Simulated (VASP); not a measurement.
# Al27As26 (a cell with a defect) in VASP: single point with PBE

Aim: the single point of Al27As26 (a cell with a defect) with PBE.

Program: VASP 6.6.1. These are calculated values, not measurements. Logs are shortened: lines on timing, memory, paths and dates and some standing lists are left out, and cuts for length are marked.

## (1) The cell of the first run

The cell holds a defect, 53 atoms: a = 12.008 Å, b = 12.008 Å, c = 12.008 Å, α = 60.00°, β = 60.00°, γ = 60.00°.

## (2) Single point, PBE

Contents of INCAR:

```
SYSTEM = Al27As26
PREC = Accurate
ENCUT = 520
EDIFF = 1E-7
ISMEAR = -1
SIGMA = 0.01
LREAL = Auto
LASPH = .TRUE.
NELM = 60
ALGO = Normal
ISIF = 2
LWAVE = .FALSE.
LCHARG = .TRUE.
GGA = PE
LELF = .TRUE.
LVHAR = .TRUE.
NBANDS = 138
NELECT = 208.0
```

Contents of KPOINTS:

```
regular mesh
0
G
  2 2 2
  0 0 0
```

Contents of POSCAR:

```
Al27As26
1.0
    0.0000000000      8.4912000000      8.4912000000
    8.4912000000      0.0000000000      8.4912000000
    8.4912000000      8.4912000000      0.0000000000
Al As
27 26
Direct
   -0.0187995131     -0.0187995131     -0.0187995131
   -0.0187995131     -0.0187995131      0.3897318725
   -0.0005443034     -0.0005443034      0.6672109701
   -0.0187995131      0.3897318725     -0.0187995131
   -0.0051241755      0.3367147264      0.3367147264
   -0.0051241755      0.3367147264      0.6650280559
   -0.0005443034      0.6672109701     -0.0005443034
   -0.0051241755      0.6650280559      0.3367147264
   -0.0005443034      0.6672109701      0.6672109701
    0.3897318725     -0.0187995131     -0.0187995131
    0.3367147264     -0.0051241755      0.3367147264
    0.3367147264     -0.0051241755      0.6650280559
    0.3367147264      0.3367147264     -0.0051241755
    0.3333333333      0.3333333333      0.3333333333
    0.3367147264      0.3367147264      0.6650280559
    0.3367147264      0.6650280559     -0.0051241755
    0.3367147264      0.6650280559      0.3367147264
    0.3328960541      0.6668124264      0.6668124264
    0.6672109701     -0.0005443034     -0.0005443034
    0.6650280559     -0.0051241755      0.3367147264
    0.6672109701     -0.0005443034      0.6672109701
    0.6650280559      0.3367147264     -0.0051241755
    0.6650280559      0.3367147264      0.3367147264
    0.6668124264      0.3328960541      0.6668124264
    0.6672109701      0.6672109701     -0.0005443034
    0.6668124264      0.6668124264      0.3328960541
    0.6668124264      0.6668124264      0.6668124264
    0.0869033934      0.0869033934      0.4149702314
    0.0869033934      0.0869033934      0.7445563151
    0.0869033934      0.4149702314      0.0869033934
    0.0843112943      0.4163406797      0.4163406797
    0.0869033934      0.4149702314      0.7445563151
    0.0869033934      0.7445563151      0.0869033934
    0.0869033934      0.7445563151      0.4149702314
    0.0835355517      0.7499325939      0.7499325939
    0.4149702314      0.0869033934      0.0869033934
    0.4163406797      0.0843112943      0.4163406797
    0.4149702314      0.0869033934      0.7445563151
    0.4163406797      0.4163406797      0.0843112943
    0.4163406797      0.4163406797      0.4163406797
    0.4182885936      0.4182885936      0.7483780731
    0.4149702314      0.7445563151      0.0869033934
    0.4182885936      0.7483780731      0.4182885936
    0.4182885936      0.7483780731      0.7483780731
    0.7445563151      0.0869033934      0.0869033934
    0.7445563151      0.0869033934      0.4149702314
    0.7499325939      0.0835355517      0.7499325939
    0.7445563151      0.4149702314      0.0869033934
    0.7483780731      0.4182885936      0.4182885936
    0.7483780731      0.4182885936      0.7483780731
    0.7499325939      0.7499325939      0.0835355517
    0.7483780731      0.7483780731      0.4182885936
    0.7499325939      0.7499325939      0.7499325939
```

Potentials or basis: VASP PAW PBE potentials, release 64 (Al, As).

The run is started by

```bash
> cat potpaw_PBE.64/Al/POTCAR potpaw_PBE.64/As/POTCAR > POTCAR
> mpirun -np 1 vasp_std > vasp.out
```

OUTCAR:

```text
SYSTEM = Al27As26
   PREC = Accurate
   ENCUT = 520
   EDIFF = 1E-7
   ISMEAR = -1
   LREAL = Auto
   LASPH = .TRUE.
   NELM = 60
   ISIF = 2
   GGA = PE
   NELECT = 208.0

 ion  position               nearest neighbor table
   1  0.981  0.981  0.981-  29 2.39  33 2.39  45 2.39
   2  0.981  0.981  0.390-  34 2.39  46 2.39  28 2.39
   3  0.999  0.999  0.667-  35 2.45  47 2.45  29 2.47  28 2.47
   4  0.981  0.390  0.981-  32 2.39  48 2.39  30 2.39
   5  0.995  0.337  0.337-  49 2.42  31 2.44  28 2.45  30 2.45
   6  0.995  0.337  0.665-  50 2.42  31 2.44  29 2.45  32 2.45
   7  0.999  0.667  0.999-  35 2.45  51 2.45  33 2.47  30 2.47
   8  0.995  0.665  0.337-  52 2.42  31 2.44  33 2.45  34 2.45
   9  0.999  0.667  0.667-  35 2.45  53 2.45  32 2.47  34 2.47
  10  0.390  0.981  0.981-  38 2.39  42 2.39  36 2.39
  11  0.337  0.995  0.337-  43 2.42  37 2.44  28 2.45  36 2.45
  12  0.337  0.995  0.665-  44 2.42  37 2.44  29 2.45  38 2.45
  13  0.337  0.337  0.995-  41 2.42  39 2.44  30 2.45  36 2.45
  14  0.333  0.333  0.333-  31 2.44  37 2.44  39 2.44  40 2.44
  15  0.337  0.337  0.665-  41 2.42  40 2.44  32 2.45  38 2.45
  16  0.337  0.665  0.995-  44 2.42  39 2.44  33 2.45  42 2.45
[... 35 lines left out ...]
  52  0.748  0.748  0.418-   8 2.42  20 2.42  27 2.44  26 2.44
  53  0.750  0.750  0.750-  27 2.44  21 2.45  25 2.45   9 2.45

  LATTYP: Found a face centered cubic cell.
 ALAT       =    16.9824000000

  Lattice vectors:

 A1 = (   0.0000000000,   8.4912000000,   8.4912000000)
 A2 = (   8.4912000000,   0.0000000000,   8.4912000000)
 A3 = (   8.4912000000,   8.4912000000,   0.0000000000)

Analysis of symmetry for initial positions (statically):
=====================================================================
 Subroutine PRICEL returns:
 Original cell was already a primitive cell.

 Routine SETGRP: Setting up the symmetry group for a
 face centered cubic supercell.

 Subroutine GETGRP returns: Found 24 space group operations
 (whereof  6 operations were pure point group operations)
 out of a pool of 48 trial point group operations.

The static configuration has the point symmetry C_3v.
 The point group associated with its full space group is T_d .

Analysis of symmetry for dynamics (positions and initial velocities):
=====================================================================
 Subroutine PRICEL returns:
 Original cell was already a primitive cell.

 Routine SETGRP: Setting up the symmetry group for a
 face centered cubic supercell.

 Subroutine GETGRP returns: Found 24 space group operations
 (whereof  6 operations were pure point group operations)
 out of a pool of 48 trial point group operations.

The dynamic configuration has the point symmetry C_3v.
 The point group associated with its full space group is T_d .

 Subroutine INISYM returns: Found 24 space group operations
 (whereof  6 operations are pure point group operations),
 and found     1 'primitive' translations

----------------------------------------------------------------------------------------

                                     Primitive cell

  volume of cell :    1224.4391

  direct lattice vectors                    reciprocal lattice vectors
     0.000000000  8.491200000  8.491200000    -0.058884492  0.058884492  0.058884492
     8.491200000  0.000000000  8.491200000     0.058884492 -0.058884492  0.058884492
     8.491200000  8.491200000  0.000000000     0.058884492  0.058884492 -0.058884492

  length of vectors
    12.008370201 12.008370201 12.008370201     0.101990932  0.101990932  0.101990932

  position of ions in fractional coordinates (direct lattice)
     0.981200487  0.981200487  0.981200487
     0.981200487  0.981200487  0.389731873
     0.999455697  0.999455697  0.667210970
     0.981200487  0.389731873  0.981200487
     0.994875824  0.336714726  0.336714726
     0.994875824  0.336714726  0.665028056
[... 45 lines left out ...]
     0.748378073  0.748378073  0.418288594
     0.749932594  0.749932594  0.749932594

  ion indices of the primitive-cell ions
   primitive index   ion index
                 1           1
                 2           2
                 3           3
                 4           4
                 5           5
                 6           6
[... 45 lines left out ...]
                52          52
                53          53

----------------------------------------------------------------------------------------

 KPOINTS: regular mesh

Automatic generation of k-mesh.
 Grid dimensions read from file:
 generate k-points for:    2    2    2

 Generating k-lattice:

  Cartesian coordinates                     Fractional coordinates (reciprocal lattice)
    -0.029442246  0.029442246  0.029442246     0.500000000  0.000000000  0.000000000
     0.029442246 -0.029442246  0.029442246     0.000000000  0.500000000  0.000000000
     0.029442246  0.029442246 -0.029442246     0.000000000  0.000000000  0.500000000

  Length of vectors
     0.050995466  0.050995466  0.050995466

  Shift w.r.t. Gamma in fractional coordinates (k-lattice)
     0.000000000  0.000000000  0.000000000

 Subroutine IBZKPT returns following result:
 ===========================================

 Found      3 irreducible k-points:

 Following reciprocal coordinates:
            Coordinates               Weight
  0.000000  0.000000  0.000000      1.000000
  0.500000  0.000000  0.000000      4.000000
  0.500000  0.500000  0.000000      3.000000
   k-points           NKPTS =      3   k-points in BZ     NKDIM =      3   number of bands    NBANDS=    138
   number of dos      NEDOS =    301   number of ions     NIONS =     53
   total plane-waves  NPLWV = 729000
   dimension x,y,z NGX =    90 NGY =   90 NGZ =   90
   dimension x,y,z NGXF=   180 NGYF=  180 NGZF=  180
   ions per type =              27  26
   NGX,Y,Z   is equivalent  to a cutoff of  12.46, 12.46, 12.46 a.u.
   NGXF,Y,Z  is equivalent  to a cutoff of  24.92, 24.92, 24.92 a.u.
 SYSTEM =  Al27As26
   PREC   = accura    normal or accurate (medium, high low for compatibility)
   ISTART =      0    job   : 0-new  1-cont  2-samecut
   ICHARG =      2    charge: 1-file 2-atom 10-const
   ISPIN  =      1    spin polarized calculation?
   LNONCOLLINEAR =      F non collinear calculations
   LSORBIT =      F    spin-orbit coupling
   LASPH  =      T    aspherical Exc in radial PAW
   ENCUT  =  520.0 eV  38.22 Ry    6.18 a.u.  22.33 22.33 22.33*2*pi/ulx,y,z
   NELM   =     60;   NELMIN=  2; NELMDL= -5     # of ELM steps
   EDIFF  = 0.1E-06   stopping-criterion for ELM
   LREAL  =      T    real-space projection
   EDIFFG = 0.1E-05   stopping-criterion for IOM
   NSW    =      0    number of steps for IOM
   IBRION =     -1    ionic relax: 0-MD 1-quasi-New 2-CG
   NFREE  =      0    steps in history (QN), initial steepest desc. (CG)
   ISIF   =      2    stress and relaxation
   ISYM   =      2    0-nonsym 1-usesym 2-fastsym
   POTIM  = 0.5000    time-step for ionic-motion
   TEBEG  =    0.0;   TEEND  =   0.0 temperature during run
   PSTRESS=    0.0 pullay stress
   NELECT =     208.0000    total number of electrons
   NUPDOWN=      -1.0000    fix difference up-down
   EMIN   =  10.00;   EMAX   =-10.00  energy-range for DOS
   EFERMI =   0.00;   METHOD = LEGACY
   ISMEAR =    -1;   SIGMA  =   0.01  broadening in eV -4-tet -1-fermi 0-gaus
   EFERMI_NEDOS =   21; number of points for ismear=-14 and -15
   IALGO  =     38    algorithm
   IMIX   =      4    mixing-type and parameters
     AMIX     =   0.40;   BMIX     =  1.00
     AMIX_MAG =   1.60;   BMIX_MAG =  1.00
  volume/ion in A,a.u.               =      23.10       155.90
  Fermi-wavevector in a.u.,A,eV,Ry     =   0.906672  1.713362 11.184725  0.822054
  Thomas-Fermi vector in A             =   2.030388
   LORBIT       =      0    0 simple, 1 ext, 2 COOP (PROOUT), +10 PAW based schemes
   GGA     = PE    functional components
   LHFCALC =     F    Hartree Fock is set to
   AEXX    =    0.0000 exact exchange contribution
   IVDW    =     0    specifies the selected vdW correction
   LEPSILON=     F    determine dielectric tensor
   LRPA    =     F    only Hartree local field effects (RPA)
 non-spin polarized calculation
  energy-cutoff  :      520.00
  volume of cell :     1224.44
 maximum number of plane-waves:     33079
 NGX is ok and might be reduce to    90
   NGX = 45   NGY = 45   NGZ = 45

 number of electron     207.9999997 magnetization

 Free energy of the ion-electron system (eV)
  ---------------------------------------------------
  ext. energy  EPLUGINS =         0.00000000
  ---------------------------------------------------
  free energy    TOTEN  =      -257.21241088 eV

  energy without entropy =     -257.21241088  energy(sigma->0) =     -257.21241088

 E-fermi :   3.9117     XC(G=0):  -8.8503

 val. band max:        3.6508425046   @ k =   0.0000   0.0000   0.0000
 cond. band min:       4.4115036505   @ k =   0.0000   0.0000   0.0000
 fundamental gap:      0.7606611459
 Fermi energy:         3.9117466607

 k-point     1 :       0.0000    0.0000    0.0000
  band No.  band energies     occupation
      1      -8.0971      2.00000
      2      -7.2509      2.00000
      3      -7.2509      2.00000
      4      -7.2509      2.00000
      5      -7.1923      2.00000
      6      -7.1923      2.00000
[... 108 lines left out ...]
    115       6.0524      0.00000
    116       6.1669      0.00000

 k-point     2 :       0.5000    0.0000    0.0000
  band No.  band energies     occupation
      1      -7.8513      2.00000
      2      -7.8245      2.00000
      3      -7.2885      2.00000
      4      -7.2885      2.00000
      5      -7.2120      2.00000
      6      -7.2120      2.00000
[... 108 lines left out ...]
    115       6.5528      0.00000
    116       6.5528      0.00000

 k-point     3 :       0.5000    0.5000    0.0000
  band No.  band energies     occupation
      1      -7.7840      2.00000
      2      -7.7116      2.00000
      3      -7.4792      2.00000
      4      -7.4792      2.00000
      5      -7.4469      2.00000
      6      -7.3273      2.00000
[... 108 lines left out ...]
    115       6.7834      0.00000
    116       6.7834      0.00000
 [bands above 116 left out]

------------------------ aborting loop because EDIFF is reached ----------------------------------------

  FORCE on cell =-STRESS in cart. coord.  units (eV):
  Direction    XX          YY          ZZ          XY          YZ          ZX
  --------------------------------------------------------------------------------------
  -------------------------------------------------------------------------------------
  Total        2.7966427      2.7966427      2.7966427      0.0000000     -0.0000000      0.0000000
  in kB        3.6594040      3.6594040      3.6594040      0.0000000     -0.0000000      0.0000000
  external PRESSURE =       3.6594040 kB  Pullay stress =       0.0000000 kB

 VOLUME and BASIS-vectors are now :
 -----------------------------------------------------------------------------
  energy-cutoff  :      520.00
  volume of cell :     1224.44
      direct lattice vectors                 reciprocal lattice vectors
     0.000000000  8.491200000  8.491200000    -0.058884492  0.058884492  0.058884492
     8.491200000  0.000000000  8.491200000     0.058884492 -0.058884492  0.058884492
     8.491200000  8.491200000  0.000000000     0.058884492  0.058884492 -0.058884492

 POSITION                                       TOTAL-FORCE (eV/Angst)
 -----------------------------------------------------------------------------------
     16.66314     16.66314     16.66314        -0.001938     -0.001938     -0.001938
     11.64086     11.64086     16.66314         0.001938      0.001938     -0.001938
     14.15200     14.15200     16.97316         0.000000     -0.000000     -0.007927
     11.64086     16.66314     11.64086         0.001938     -0.001938      0.001938
      5.71822     11.30680     11.30680        -0.004195     -0.004003     -0.004003
      8.50600     14.09458     11.30680         0.004003      0.004195     -0.004003
[... 45 lines left out ...]
      9.90640      9.90640     12.70926         0.000000     -0.000000      0.011900
     12.73566     12.73566     12.73566        -0.007983     -0.007983     -0.007983
 -----------------------------------------------------------------------------------
    total drift:                               -0.000006     -0.000006     -0.000006

  FREE ENERGIE OF THE ION-ELECTRON SYSTEM (eV)
  ---------------------------------------------------
  free  energy   TOTEN  =      -257.2124108823 eV

  energy  without entropy=     -257.2124108823  energy(sigma->0) =     -257.21241088
```

Wall time 24 min (1 thread of AMD EPYC 7R13 (Zen 3), shared host); peak memory 1.4 GiB.

Results:

| Quantity | Value |
| --- | --- |
| Free energy | -257.2124 eV |
| Largest force | 0.017 eV/Å |

Forces in eV/Å, atoms in the order of the input:
```
Al  -0.002 -0.002 -0.002
Al   0.002  0.002 -0.002
Al   0.000  0.000 -0.008
Al   0.002 -0.002  0.002
Al  -0.004 -0.004 -0.004
Al   0.004  0.004 -0.004
Al   0.000 -0.008  0.000
Al   0.004 -0.004  0.004
Al   0.008  0.000  0.000
Al  -0.002  0.002  0.002
Al  -0.004 -0.004 -0.004
Al   0.004  0.004 -0.004
Al  -0.004 -0.004 -0.004
Al   0.000  0.000  0.000
Al   0.004  0.004 -0.004
Al   0.004 -0.004  0.004
Al   0.004 -0.004  0.004
Al   0.001 -0.001 -0.001
Al  -0.008  0.000  0.000
Al  -0.004  0.004  0.004
Al   0.000  0.008  0.000
Al  -0.004  0.004  0.004
Al  -0.004  0.004  0.004
Al  -0.001  0.001 -0.001
Al   0.000  0.000  0.008
Al  -0.001 -0.001  0.001
Al   0.001  0.001  0.001
As  -0.004 -0.004  0.014
As   0.004  0.004  0.014
As  -0.004  0.014 -0.004
As  -0.010  0.010  0.010
As  -0.014  0.004 -0.004
As   0.004  0.014  0.004
As  -0.014 -0.004  0.004
As  -0.008  0.008  0.008
As   0.014 -0.004 -0.004
As   0.010 -0.010  0.010
As   0.004 -0.014 -0.004
As   0.010  0.010 -0.010
As  -0.010 -0.010 -0.010
As   0.000  0.000 -0.012
As   0.004 -0.004 -0.014
As   0.000 -0.012  0.000
As   0.012  0.000  0.000
As   0.014  0.004  0.004
As  -0.004 -0.014  0.004
As   0.008 -0.008  0.008
As  -0.004  0.004 -0.014
As  -0.012  0.000  0.000
As   0.000  0.012  0.000
As   0.008  0.008 -0.008
As   0.000  0.000  0.012
As  -0.008 -0.008 -0.008
```

Levels at points of the mesh, in eV from the Fermi level:
```tsv
k point	band 100	band 101	band 102	band 103	band 104	band 105	band 106	band 107	band 108	band 109
(0.00, 0.00, 0.00)	-0.72	-0.72	-0.26	-0.26	-0.26	0.50	1.47	1.55	1.55	1.55
(0.50, 0.00, 0.00)	-0.96	-0.61	-0.61	-0.41	-0.41	0.92	1.48	1.72	1.72	1.90
(0.50, 0.50, 0.00)	-0.95	-0.64	-0.60	-0.60	-0.43	0.97	1.46	1.77	2.05	2.05
```

Caveat: the cell carries a net charge on a neutralising background, which shifts energy and pressure; the cell is charged against a uniform background, so pressure and absolute levels hang on convention.
